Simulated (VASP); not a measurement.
# C (R-3m) in VASP: single point with PBEsol

Aim: the single point of C with PBEsol.

Everything below comes from runs of VASP 6.6.1. Logs are shortened: lines on timing, memory, paths and dates and some standing lists are left out, and cuts for length are marked.

## (1) The cell of the first run

The structure is trigonal, space group R-3m (No. 166). Conventional cell: a = 2.475 Å, b = 2.475 Å, c = 6.166 Å, α = 90.00°, β = 90.00°, γ = 120.00°. Within 2.0 Å of C (site symmetry 3m) lie 4 C at 1.52 to 1.54 Å.

## (2) Single point, PBEsol

Input file INCAR:

```
SYSTEM = C
PREC = Accurate
ENCUT = 600
EDIFF = 1E-6
ISMEAR = 0
SIGMA = 0.01
LREAL = .False.
LASPH = .True.
NELM = 120
ALGO = Normal
ISIF = 2
LWAVE = .False.
LCHARG = .True.
GGA = PS
LELF = .True.
LVHAR = .True.
NBANDS = 11
GGA_COMPAT = .False.
```

Input file KPOINTS:

```
regular mesh
0
Gamma
  6 6 6
  0 0 0
```

Input file POSCAR:

```
C
1.0
    0.0198319818      1.7700120619      1.7700120619
    1.7700120619      0.0198319818      1.7700120619
    1.7700120619      1.7700120619      0.0198319818
C
2
Direct
    0.0001916485      0.0001916485      0.0001916485
    0.2498083515      0.2498083515      0.2498083515
```

Potentials or basis: VASP PAW PBE potentials, release 64 (C).

Run with:

```
cat potpaw_PBE.64/C/POTCAR > POTCAR
mpirun -np 1 vasp_std > vasp.out
```

OUTCAR:

```text
SYSTEM = C
   PREC = Accurate
   ENCUT = 600
   EDIFF = 1E-6
   ISMEAR = 0
   LREAL = .False.
   LASPH = .True.
   NELM = 120
   ISIF = 2
   GGA = PS

 ion  position               nearest neighbor table
   1  0.000  0.000  0.000-   2 1.52   2 1.52   2 1.52   2 1.54
   2  0.250  0.250  0.250-   1 1.52   1 1.52   1 1.52   1 1.54

  LATTYP: Found a trigonal (rhomboedric) cell.
 ALAT       =     2.5032536240
 COS(alpha) =     0.5111723470

  Lattice vectors:

 A1 = (   0.0198319818,   1.7700120619,   1.7700120619)
 A2 = (   1.7700120619,   0.0198319818,   1.7700120619)
 A3 = (   1.7700120619,   1.7700120619,   0.0198319818)

Analysis of symmetry for initial positions (statically):
=====================================================================
 Subroutine PRICEL returns:
 Original cell was already a primitive cell.

 Routine SETGRP: Setting up the symmetry group for a
 trigonal (rhombohedral) supercell.

 Subroutine GETGRP returns: Found 12 space group operations
 (whereof  6 operations were pure point group operations)
 out of a pool of 12 trial point group operations.

The static configuration has the point symmetry C_3v.
 The point group associated with its full space group is D_3d.

Analysis of symmetry for dynamics (positions and initial velocities):
=====================================================================
 Subroutine PRICEL returns:
 Original cell was already a primitive cell.

 Routine SETGRP: Setting up the symmetry group for a
 trigonal (rhombohedral) supercell.

 Subroutine GETGRP returns: Found 12 space group operations
 (whereof  6 operations were pure point group operations)
 out of a pool of 12 trial point group operations.

The dynamic configuration has the point symmetry C_3v.
 The point group associated with its full space group is D_3d.

 Subroutine INISYM returns: Found 12 space group operations
 (whereof  6 operations are pure point group operations),
 and found     1 'primitive' translations

----------------------------------------------------------------------------------------

                                     Primitive cell

  volume of cell :      10.9043

  direct lattice vectors                    reciprocal lattice vectors
     0.019831982  1.770012062  1.770012062    -0.287276440  0.284093336  0.284093336
     1.770012062  0.019831982  1.770012062     0.284093336 -0.287276440  0.284093336
     1.770012062  1.770012062  0.019831982     0.284093336  0.284093336 -0.287276440

  length of vectors
     2.503253624  2.503253624  2.503253624     0.493908696  0.493908696  0.493908696

  position of ions in fractional coordinates (direct lattice)
     0.000191648  0.000191648  0.000191648
     0.249808352  0.249808352  0.249808352

  ion indices of the primitive-cell ions
   primitive index   ion index
                 1           1
                 2           2

----------------------------------------------------------------------------------------

 KPOINTS: regular mesh

Automatic generation of k-mesh.
 Grid dimensions read from file:
 generate k-points for:    6    6    6

 Generating k-lattice:

  Cartesian coordinates                     Fractional coordinates (reciprocal lattice)
    -0.047879407  0.047348889  0.047348889     0.166666667  0.000000000  0.000000000
     0.047348889 -0.047879407  0.047348889     0.000000000  0.166666667  0.000000000
     0.047348889  0.047348889 -0.047879407     0.000000000  0.000000000  0.166666667

  Length of vectors
     0.082318116  0.082318116  0.082318116

  Shift w.r.t. Gamma in fractional coordinates (k-lattice)
     0.000000000  0.000000000  0.000000000

 Subroutine IBZKPT returns following result:
 ===========================================

 Found     32 irreducible k-points:

 Following reciprocal coordinates:
            Coordinates               Weight
  0.000000  0.000000  0.000000      1.000000
  0.166667  0.000000  0.000000      6.000000
  0.333333  0.000000 -0.000000      6.000000
  0.500000 -0.000000 -0.000000      3.000000
  0.166667  0.166667  0.000000      6.000000
  0.333333  0.166667 -0.000000     12.000000
[... 16 lines left out ...]
  0.500000  0.500000  0.166667      6.000000
 -0.333333  0.500000  0.166667     12.000000
 [... further k-points ...]
   k-points           NKPTS =     32   k-points in BZ     NKDIM =     32   number of bands    NBANDS=     11
   number of dos      NEDOS =    301   number of ions     NIONS =      2
   total plane-waves  NPLWV =   8000
   dimension x,y,z NGX =    20 NGY =   20 NGZ =   20
   dimension x,y,z NGXF=    40 NGYF=   40 NGZF=   40
   ions per type =               2
   NGX,Y,Z   is equivalent  to a cutoff of  13.28, 13.28, 13.28 a.u.
   NGXF,Y,Z  is equivalent  to a cutoff of  26.56, 26.56, 26.56 a.u.
 SYSTEM =  C
   PREC   = accura    normal or accurate (medium, high low for compatibility)
   ISTART =      0    job   : 0-new  1-cont  2-samecut
   ICHARG =      2    charge: 1-file 2-atom 10-const
   ISPIN  =      1    spin polarized calculation?
   LNONCOLLINEAR =      F non collinear calculations
   LSORBIT =      F    spin-orbit coupling
   LASPH  =      T    aspherical Exc in radial PAW
   ENCUT  =  600.0 eV  44.10 Ry    6.64 a.u.   5.00  5.00  5.00*2*pi/ulx,y,z
   NELM   =    120;   NELMIN=  2; NELMDL= -5     # of ELM steps
   EDIFF  = 0.1E-05   stopping-criterion for ELM
   LREAL  =      F    real-space projection
[... 7 lines left out ...]
   TEBEG  =    0.0;   TEEND  =   0.0 temperature during run
   PSTRESS=    0.0 pullay stress
   NELECT =       8.0000    total number of electrons
   NUPDOWN=      -1.0000    fix difference up-down
   EMIN   =  10.00;   EMAX   =-10.00  energy-range for DOS
   EFERMI =   0.00;   METHOD = LEGACY
   ISMEAR =     0;   SIGMA  =   0.01  broadening in eV -4-tet -1-fermi 0-gaus
   EFERMI_NEDOS =   21; number of points for ismear=-14 and -15
   IALGO  =     38    algorithm
   IMIX   =      4    mixing-type and parameters
     AMIX     =   0.40;   BMIX     =  1.00
     AMIX_MAG =   1.60;   BMIX_MAG =  1.00
  volume/ion in A,a.u.               =       5.45        36.79
  Fermi-wavevector in a.u.,A,eV,Ry     =   1.476518  2.790215 29.662150  2.180106
  Thomas-Fermi vector in A             =   2.591035
   LORBIT       =      0    0 simple, 1 ext, 2 COOP (PROOUT), +10 PAW based schemes
   GGA     = PS    functional components
   LHFCALC =     F    Hartree Fock is set to
   AEXX    =    0.0000 exact exchange contribution
   IVDW    =     0    specifies the selected vdW correction
   LEPSILON=     F    determine dielectric tensor
   LRPA    =     F    only Hartree local field effects (RPA)
 non-spin polarized calculation
 Gauss-broadening in eV      SIGMA  =   0.01
  energy-cutoff  :      600.00
  volume of cell :       10.90
 maximum number of plane-waves:       374
   NGX =  9   NGY =  9   NGZ =  9

 number of electron       7.9999999 magnetization

 Free energy of the ion-electron system (eV)
  ---------------------------------------------------
  ext. energy  EPLUGINS =         0.00000000
  ---------------------------------------------------
  free energy    TOTEN  =       -19.22082357 eV

  energy without entropy =      -19.22082357  energy(sigma->0) =      -19.22082357

 E-fermi :  10.4853     XC(G=0): -13.6274

 val. band max:       10.3200407697   @ k =   0.0000   0.0000   0.0000
 cond. band min:      14.4085331016   @ k =   0.3333   0.3333  -0.0000
 fundamental gap:      4.0884923319
 Fermi energy:        10.4852987220

 k-point     1 :       0.0000    0.0000    0.0000
  band No.  band energies     occupation
      1     -11.7709      2.00000
      2      10.2307      2.00000
      3      10.3200      2.00000
      4      10.3200      2.00000
      5      15.6049      0.00000
      6      16.0984      0.00000
      7      16.0984      0.00000
      8      24.5934      0.00000
      9      29.7733      0.00000
     10      37.2058      0.00000
     11      37.2058      0.00000

 k-point     2 :       0.1667    0.0000    0.0000
  band No.  band energies     occupation
      1     -10.9747      2.00000
      2       6.4668      2.00000
      3       9.1490      2.00000
      4       9.2196      2.00000
      5      17.0836      0.00000
      6      17.5057      0.00000
      7      17.9070      0.00000
      8      25.0679      0.00000
      9      30.7828      0.00000
     10      33.0434      0.00000
     11      33.3632      0.00000

 k-point     3 :       0.3333    0.0000   -0.0000
  band No.  band energies     occupation
      1      -8.6304      2.00000
      2       0.6633      2.00000
      3       7.8112      2.00000
      4       7.8351      2.00000
      5      18.4537      0.00000
      6      18.8240      0.00000
      7      19.2421      0.00000
      8      25.8988      0.00000
      9      31.4858      0.00000
     10      33.4619      0.00000
     11      33.9999      0.00000

 k-point     4 :       0.5000   -0.0000   -0.0000
  band No.  band energies     occupation
      1      -5.6268      2.00000
      2      -3.6235      2.00000
      3       7.3226      2.00000
      4       7.3232      2.00000
      5      18.6016      0.00000
      6      18.9504      0.00000
      7      19.5903      0.00000
      8      26.1008      0.00000
      9      32.4924      0.00000
     10      35.0957      0.00000
     11      36.3197      0.00000
[... 239 lines left out ...]
 k-point    22 :      -0.1667    0.3333    0.1667
  band No.  band energies     occupation
      1      -6.5976      2.00000
      2       1.3688      2.00000
      3       2.6849      2.00000
      4       5.2511      2.00000
      5      18.0214      0.00000
      6      20.1664      0.00000
      7      22.0367      0.00000
      8      24.9315      0.00000
      9      31.3837      0.00000
     10      32.9302      0.00000
     11      37.7018      0.00000

 k-point    23 :       0.5000    0.5000    0.1667
  band No.  band energies     occupation
      1      -5.0275      2.00000
      2      -0.0717      2.00000
      3       2.1697      2.00000
      4       4.5307      2.00000
      5      15.7088      0.00000
      6      18.5264      0.00000
      7      25.6228      0.00000
      8      26.2701      0.00000
      9      31.7482      0.00000
     10      34.3369      0.00000
     11      39.7408      0.00000

 k-point    24 :      -0.3333    0.5000    0.1667
  band No.  band energies     occupation
      1      -2.2847      2.00000
      2      -2.0551      2.00000
      3       2.0274      2.00000
      4       2.1565      2.00000
      5      18.3051      0.00000
      6      18.8178      0.00000
      7      25.0210      0.00000
      8      25.5402      0.00000
      9      32.3910      0.00000
     10      32.5628      0.00000
     11      41.2413      0.00000

 [... further k-points ...]

------------------------ aborting loop because EDIFF is reached ----------------------------------------

  FORCE on cell =-STRESS in cart. coord.  units (eV):
  Direction    XX          YY          ZZ          XY          YZ          ZX
  --------------------------------------------------------------------------------------
  -------------------------------------------------------------------------------------
  Total        0.9750589      0.9750589      0.9750589     -0.4653531     -0.4653531     -0.4653531
  in kB      143.2661190    143.2661190    143.2661190    -68.3746681    -68.3746681    -68.3746681
  external PRESSURE =     143.2661190 kB  Pullay stress =       0.0000000 kB

 VOLUME and BASIS-vectors are now :
 -----------------------------------------------------------------------------
  energy-cutoff  :      600.00
  volume of cell :       10.90
      direct lattice vectors                 reciprocal lattice vectors
     0.019831982  1.770012062  1.770012062    -0.287276440  0.284093336  0.284093336
     1.770012062  0.019831982  1.770012062     0.284093336 -0.287276440  0.284093336
     1.770012062  1.770012062  0.019831982     0.284093336  0.284093336 -0.287276440

 POSITION                                       TOTAL-FORCE (eV/Angst)
 -----------------------------------------------------------------------------------
      0.00068      0.00068      0.00068         0.001317      0.001317      0.001317
      0.88928      0.88928      0.88928        -0.001317     -0.001317     -0.001317
 -----------------------------------------------------------------------------------
    total drift:                                0.000000      0.000000      0.000000

  FREE ENERGIE OF THE ION-ELECTRON SYSTEM (eV)
  ---------------------------------------------------
  free  energy   TOTEN  =       -19.2208235654 eV

  energy  without entropy=      -19.2208235654  energy(sigma->0) =      -19.22082357
```

It took 6.7 s on 1 thread of Intel Xeon 6455B, shared host; peak memory 0.12 GiB.

Results:

| Quantity | Value |
| --- | --- |
| Free energy | -19.2208 eV |
| Pressure | 14.3 GPa |
| Band gap on the k mesh | 4.09 eV, indirect (least direct gap 5.28 eV) |

Forces on the atoms (eV/Å):
```
C    0.001  0.001  0.001
C   -0.001 -0.001 -0.001
```

Stress tensor (GPa, compression positive):
```
14.33 -6.84 -6.84
-6.84 14.33 -6.84
-6.84 -6.84 14.33
```

Caveat: the k points lie up to 0.52 Å⁻¹ apart; the PAW data sets were made with another functional, which shifts forces and pressure a little.
